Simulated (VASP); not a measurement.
# Cd (Fd-3m) in VASP: relaxation of cell and atoms with PBE

Aim: the relaxation of cell and atoms of Cd with PBE.

Everything below comes from runs of VASP 6.6.1. Logs are shortened: lines on timing, memory, paths and dates and some standing lists are left out, and cuts for length are marked.

### 1 The cell of the first run

Symmetry: Fd-3m, No. 227, cubic system. The conventional cell has a = 6.080 Å, b = 6.080 Å, c = 6.080 Å, α = 90.00°, β = 90.00°, γ = 90.00°. Within 3.5 Å of Cd (site symmetry -43m) lie 4 Cd at 2.63 Å.

This isn't the form of Cd at room conditions, which is hcp.

### 2 Relaxation of cell and atoms, PBE

Contents of INCAR:

```
SYSTEM = Cd
PREC     = Accurate       ! precision mode
ENCUT    = 630            ! plane-wave cutoff, eV
EDIFF    = 1E-7           ! SCF threshold, eV
ISMEAR   = 0              ! smearing method
SIGMA    = 0.05           ! smearing width, eV
LREAL    = .False.        ! projectors in reciprocal space
LASPH    = .True.         ! aspherical terms in the spheres
NELM     = 120            ! most SCF steps
ALGO     = Normal         ! electronic algorithm
ISIF     = 3              ! what is computed and relaxed
LWAVE    = .False.        ! write WAVECAR
LCHARG   = .False.        ! write CHGCAR
GGA      = PE             ! functional
IBRION   = 2              ! ionic algorithm
NSW      = 60             ! ionic steps
EDIFFG   = -0.01          ! ionic threshold
GGA_COMPAT= .False.      
NELMIN   = 4
```

Contents of KPOINTS:

```
regular mesh
0
Gamma
  6 6 6
  0 0 0
```

Contents of POSCAR:

```
Cd
1.0
    0.0000000000      3.0400000000      3.0400000000
    3.0400000000      0.0000000000      3.0400000000
    3.0400000000      3.0400000000      0.0000000000
Cd
2
Direct
    1.0000000000      1.0000000000      1.0000000000
    0.2500000000      0.2500000000      0.2500000000
```

Potentials or basis: VASP PAW PBE potentials, release 64 (Cd_sv_GW).

Started as:

```bash
cat potpaw_PBE.64/Cd_sv_GW/POTCAR > POTCAR
mpirun -np 1 vasp_std > vasp.out
```

OUTCAR:

```text
SYSTEM = Cd
   PREC = Accurate
   ENCUT = 630
   EDIFF = 1E-7
   ISMEAR = 0
   LREAL = .False.
   LASPH = .True.
   NELM = 120
   ISIF = 3
   GGA = PE
   IBRION = 2
   NSW = 60
   EDIFFG = -0.01
   NELMIN = 4

 ion  position               nearest neighbor table
   1  0.000  0.000  0.000-   2 2.63   2 2.63   2 2.63   2 2.63
   2  0.250  0.250  0.250-   1 2.63   1 2.63   1 2.63   1 2.63

  LATTYP: Found a face centered cubic cell.
 ALAT       =     6.0800000000

  Lattice vectors:

 A1 = (   0.0000000000,   3.0400000000,   3.0400000000)
 A2 = (   3.0400000000,   0.0000000000,   3.0400000000)
 A3 = (   3.0400000000,   3.0400000000,   0.0000000000)

Analysis of symmetry for initial positions (statically):
=====================================================================
 Subroutine PRICEL returns:
 Original cell was already a primitive cell.

 Routine SETGRP: Setting up the symmetry group for a
 face centered cubic supercell.

 Subroutine GETGRP returns: Found 48 space group operations
 (whereof 24 operations were pure point group operations)
 out of a pool of 48 trial point group operations.

The static configuration has the point symmetry T_d .
 The point group associated with its full space group is O_h .

Analysis of symmetry for dynamics (positions and initial velocities):
=====================================================================
 Subroutine PRICEL returns:
 Original cell was already a primitive cell.

 Routine SETGRP: Setting up the symmetry group for a
 face centered cubic supercell.

 Subroutine GETGRP returns: Found 48 space group operations
 (whereof 24 operations were pure point group operations)
 out of a pool of 48 trial point group operations.

The dynamic configuration has the point symmetry T_d .
 The point group associated with its full space group is O_h .

 Subroutine INISYM returns: Found 48 space group operations
 (whereof 24 operations are pure point group operations),
 and found     1 'primitive' translations

----------------------------------------------------------------------------------------

                                     Primitive cell

  volume of cell :      56.1889

  direct lattice vectors                    reciprocal lattice vectors
     0.000000000  3.040000000  3.040000000    -0.164473684  0.164473684  0.164473684
     3.040000000  0.000000000  3.040000000     0.164473684 -0.164473684  0.164473684
     3.040000000  3.040000000  0.000000000     0.164473684  0.164473684 -0.164473684

  length of vectors
     4.299209230  4.299209230  4.299209230     0.284876778  0.284876778  0.284876778

  position of ions in fractional coordinates (direct lattice)
     0.000000000  0.000000000  0.000000000
     0.250000000  0.250000000  0.250000000

  ion indices of the primitive-cell ions
   primitive index   ion index
                 1           1
                 2           2

----------------------------------------------------------------------------------------

 KPOINTS: regular mesh

Automatic generation of k-mesh.
 Grid dimensions read from file:
 generate k-points for:    6    6    6

 Generating k-lattice:

  Cartesian coordinates                     Fractional coordinates (reciprocal lattice)
    -0.027412281  0.027412281  0.027412281     0.166666667  0.000000000  0.000000000
     0.027412281 -0.027412281  0.027412281     0.000000000  0.166666667  0.000000000
     0.027412281  0.027412281 -0.027412281     0.000000000  0.000000000  0.166666667

  Length of vectors
     0.047479463  0.047479463  0.047479463

  Shift w.r.t. Gamma in fractional coordinates (k-lattice)
     0.000000000  0.000000000  0.000000000

 Subroutine IBZKPT returns following result:
 ===========================================

 Found     16 irreducible k-points:

 Following reciprocal coordinates:
            Coordinates               Weight
  0.000000  0.000000  0.000000      1.000000
  0.166667  0.000000  0.000000      8.000000
  0.333333  0.000000  0.000000      8.000000
  0.500000  0.000000  0.000000      4.000000
  0.166667  0.166667  0.000000      6.000000
  0.333333  0.166667  0.000000     24.000000
[... 8 lines left out ...]
 -0.333333  0.333333  0.166667     24.000000
 -0.333333  0.500000  0.166667     12.000000
   k-points           NKPTS =     16   k-points in BZ     NKDIM =     16   number of bands    NBANDS=     24
   number of dos      NEDOS =    301   number of ions     NIONS =      2
   total plane-waves  NPLWV =  46656
   dimension x,y,z NGX =    36 NGY =   36 NGZ =   36
   dimension x,y,z NGXF=    72 NGYF=   72 NGZF=   72
   ions per type =               2
   NGX,Y,Z   is equivalent  to a cutoff of  13.92, 13.92, 13.92 a.u.
   NGXF,Y,Z  is equivalent  to a cutoff of  27.84, 27.84, 27.84 a.u.
 SYSTEM =  Cd
   PREC   = accura    normal or accurate (medium, high low for compatibility)
   ISTART =      0    job   : 0-new  1-cont  2-samecut
   ICHARG =      2    charge: 1-file 2-atom 10-const
   ISPIN  =      1    spin polarized calculation?
   LNONCOLLINEAR =      F non collinear calculations
   LSORBIT =      F    spin-orbit coupling
   LASPH  =      T    aspherical Exc in radial PAW
   ENCUT  =  630.0 eV  46.30 Ry    6.80 a.u.   8.80  8.80  8.80*2*pi/ulx,y,z
   NELM   =    120;   NELMIN=  4; NELMDL= -5     # of ELM steps
   EDIFF  = 0.1E-06   stopping-criterion for ELM
   LREAL  =      F    real-space projection
   EDIFFG = -.1E-01   stopping-criterion for IOM
   NSW    =     60    number of steps for IOM
   IBRION =      2    ionic relax: 0-MD 1-quasi-New 2-CG
   NFREE  =      1    steps in history (QN), initial steepest desc. (CG)
   ISIF   =      3    stress and relaxation
   ISYM   =      2    0-nonsym 1-usesym 2-fastsym
   POTIM  = 0.5000    time-step for ionic-motion
   TEBEG  =    0.0;   TEEND  =   0.0 temperature during run
   PSTRESS=    0.0 pullay stress
   NELECT =      40.0000    total number of electrons
   NUPDOWN=      -1.0000    fix difference up-down
   EMIN   =  10.00;   EMAX   =-10.00  energy-range for DOS
   EFERMI =   0.00;   METHOD = LEGACY
   ISMEAR =     0;   SIGMA  =   0.05  broadening in eV -4-tet -1-fermi 0-gaus
   EFERMI_NEDOS =   21; number of points for ismear=-14 and -15
   IALGO  =     38    algorithm
   IMIX   =      4    mixing-type and parameters
     AMIX     =   0.40;   BMIX     =  1.00
     AMIX_MAG =   1.60;   BMIX_MAG =  1.00
  volume/ion in A,a.u.               =      28.09       189.59
  Fermi-wavevector in a.u.,A,eV,Ry     =   1.461766  2.762338 29.072390  2.136760
  Thomas-Fermi vector in A             =   2.578059
   LORBIT       =      0    0 simple, 1 ext, 2 COOP (PROOUT), +10 PAW based schemes
   GGA     = PE    functional components
   LHFCALC =     F    Hartree Fock is set to
   AEXX    =    0.0000 exact exchange contribution
   IVDW    =     0    specifies the selected vdW correction
   LEPSILON=     F    determine dielectric tensor
   LRPA    =     F    only Hartree local field effects (RPA)
 conjugate gradient relaxation of ions
 non-spin polarized calculation
 Gauss-broadening in eV      SIGMA  =   0.05
  energy-cutoff  :      630.00
  volume of cell :       56.19
 maximum number of plane-waves:      2044
   NGX = 17   NGY = 17   NGZ = 17

--------------------------------------- Ionic step        1  -------------------------------------------

 number of electron      40.0000019 magnetization

 Free energy of the ion-electron system (eV)
  ---------------------------------------------------
  ext. energy  EPLUGINS =         0.00000000
  ---------------------------------------------------
  free energy    TOTEN  =        -0.45175931 eV

  energy without entropy =       -0.44717499  energy(sigma->0) =       -0.44946715

------------------------ aborting loop because EDIFF is reached ----------------------------------------

  FORCE on cell =-STRESS in cart. coord.  units (eV):
  Direction    XX          YY          ZZ          XY          YZ          ZX
  --------------------------------------------------------------------------------------
  -------------------------------------------------------------------------------------
  Total        3.4742024      3.4742024      3.4742024      0.0000000      0.0000000      0.0000000
  in kB       99.0637926     99.0637926     99.0637926      0.0000000      0.0000000      0.0000000
  external PRESSURE =      99.0637926 kB  Pullay stress =       0.0000000 kB

 VOLUME and BASIS-vectors are now :
 -----------------------------------------------------------------------------
  energy-cutoff  :      630.00
  volume of cell :       56.19
      direct lattice vectors                 reciprocal lattice vectors
     0.000000000  3.040000000  3.040000000    -0.164473684  0.164473684  0.164473684
     3.040000000  0.000000000  3.040000000     0.164473684 -0.164473684  0.164473684
     3.040000000  3.040000000  0.000000000     0.164473684  0.164473684 -0.164473684
[... 37 lines left out ...]
 POSITION                                       TOTAL-FORCE (eV/Angst)
 -----------------------------------------------------------------------------------
      0.00000      3.29476      3.29476         0.000000      0.000000      0.000000
      1.64738      1.64738      1.64738        -0.000000     -0.000000     -0.000000
 -----------------------------------------------------------------------------------
    total drift:                               -0.000000     -0.000000      0.000000

  FREE ENERGIE OF THE ION-ELECTRON SYSTEM (eV)
  ---------------------------------------------------
  free  energy   TOTEN  =        -0.8278741037 eV

  energy  without entropy=       -0.8247493621  energy(sigma->0) =       -0.82631173

--------------------------------------- Ionic step        3  -------------------------------------------

 number of electron      39.9999981 magnetization

 Free energy of the ion-electron system (eV)
  ---------------------------------------------------
  ext. energy  EPLUGINS =         0.00000000
  ---------------------------------------------------
  free energy    TOTEN  =        -0.82805374 eV

  energy without entropy =       -0.82478659  energy(sigma->0) =       -0.82642017

 E-fermi :   2.4503     XC(G=0):  -8.4729

 val. band max:        2.4374501515   @ k =  -0.3333   0.3333   0.1667
 cond. band min:       2.7032439128   @ k =  -0.3333   0.5000   0.1667
 fundamental gap:      0.2657937612
 Fermi energy:         2.4503281567

 k-point     1 :       0.0000    0.0000    0.0000
  band No.  band energies     occupation
      1    -100.4266      2.00000
      2    -100.4183      2.00000
      3     -61.4867      2.00000
      4     -61.4867      2.00000
      5     -61.4867      2.00000
      6     -61.4521      2.00000
[... 16 lines left out ...]
     23       7.6347      0.00000
     24       8.0920      0.00000
[... 425 lines left out ...]
 POSITION                                       TOTAL-FORCE (eV/Angst)
 -----------------------------------------------------------------------------------
      0.00000      0.00000      0.00000         0.000000     -0.000000     -0.000000
      1.64367      1.64367      1.64367        -0.000000      0.000000      0.000000
 -----------------------------------------------------------------------------------
    total drift:                                0.000000      0.000000      0.000000

  FREE ENERGIE OF THE ION-ELECTRON SYSTEM (eV)
  ---------------------------------------------------
  free  energy   TOTEN  =        -0.8280537397 eV

  energy  without entropy=       -0.8247865914  energy(sigma->0) =       -0.82642017

 reached required accuracy - stopping structural energy minimisation
```

It took 66 s on 1 thread of AMD EPYC 9R45 (Zen 5), shared host; peak memory 0.2 GiB.

What came out:

- Free energy: -0.8281 eV
- Relaxed volume: 35.52 Å³/atom
- Relaxed cell: a = 4.649 Å, b = 4.649 Å, c = 4.649 Å, α = 60.00°, β = 60.00°, γ = 60.00°
- Space group after relaxing (to 0.1 Å): Fd-3m (No. 227)
- Energy gained by relaxing: 188.1 meV/atom
- Ionic steps: 3
- Pressure after relaxing: 0.0 GPa
- Band gap on the k mesh: zero (bands 20 and 21 overlap by 4.91 eV)

The path:
| step | energy change (eV) | largest force (eV/Å) | pressure (GPa) | volume (Å³) |
| --- | --- | --- | --- | --- |
| 1 | 0.0000 | 0.0000 | 9.91 | 56.19 |
| 2 | -0.3761 | 0.0000 | -0.15 | 71.53 |
| 3 | -0.3763 | 0.0000 | 0.03 | 71.05 |

Final structure:
```cif
data_structure
_symmetry_space_group_name_H-M 'P 1'
_symmetry_Int_Tables_number 1
_cell_length_a 4.6490
_cell_length_b 4.6490
_cell_length_c 4.6490
_cell_angle_alpha 60.000
_cell_angle_beta 60.000
_cell_angle_gamma 60.000
_cell_volume 71.05
loop_
_atom_site_label
_atom_site_type_symbol
_atom_site_fract_x
_atom_site_fract_y
_atom_site_fract_z
_atom_site_occupancy
Cd1 Cd 0.00000 0.00000 0.00000 1
Cd2 Cd 0.25000 0.25000 0.25000 1
```

Caveat: the volume moved by over 15 % at a fixed basis, so the end points are rough.

The gap in the log of VASP goes by the Fermi energy; the results here count the filled bands.